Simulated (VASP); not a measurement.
# Ni: single point with r2SCAN

Crystal: Ni.

```xyz
1
Lattice="0.0000 1.7381 1.7381 1.7381 0.0000 1.7381 1.7381 1.7381 0.0000" Properties=species:S:1:pos:R:3 pbc="T T T"
Ni    0.0000    0.0000    0.0000
```

| Quantity | Value |
| --- | --- |
| Program | VASP 6.6.1 |
| Task | single point |
| Functional | r2SCAN |
| Potentials or basis | VASP PAW PBE potentials, release 64 (Ni) |
| Cutoff | 520 eV |
| k mesh | 15 × 15 × 15 |
| Occupations | gaussian, width 0.03 eV |
| Spin | collinear spin, ferromagnetic start |
| Starting moments | [0.807] μB |
| Dipole correction | no |
| Further INCAR settings | ALGO = Normal; EDIFF = 1e-07; NBANDS = 15 |

The pressure is 0.1 GPa and the net moment is 0.69 μB per cell. The site moments are Ni +0.70 μB and the valence electrons inside the program's atomic spheres are Ni 9.41.

Levels at points of the mesh, in eV from the Fermi level:
Spin up:
```csv
k point,band 1,band 2,band 3,band 4,band 5,band 6,band 7,band 8,band 9,band 10
"(0.00, 0.00, 0.00)",-9.66,-3.00,-3.00,-3.00,-1.65,-1.65,24.85,29.29,29.29,29.29
```
Spin down:
```tsv
k point	band 2	band 3	band 4	band 5	band 6	band 7	band 8	band 9
(0.00, 0.00, 0.00)	-1.73	-1.73	-1.73	-0.95	-0.95	24.60	29.39	29.39
```

Wall time 3.4 min on 1 thread of AMD EPYC 7R43 64-Core Processor (Zen 3) (shared host), peak memory 0.11 GiB.

Caveat: the PAW data sets were made with another functional, which shifts forces and pressure a little.
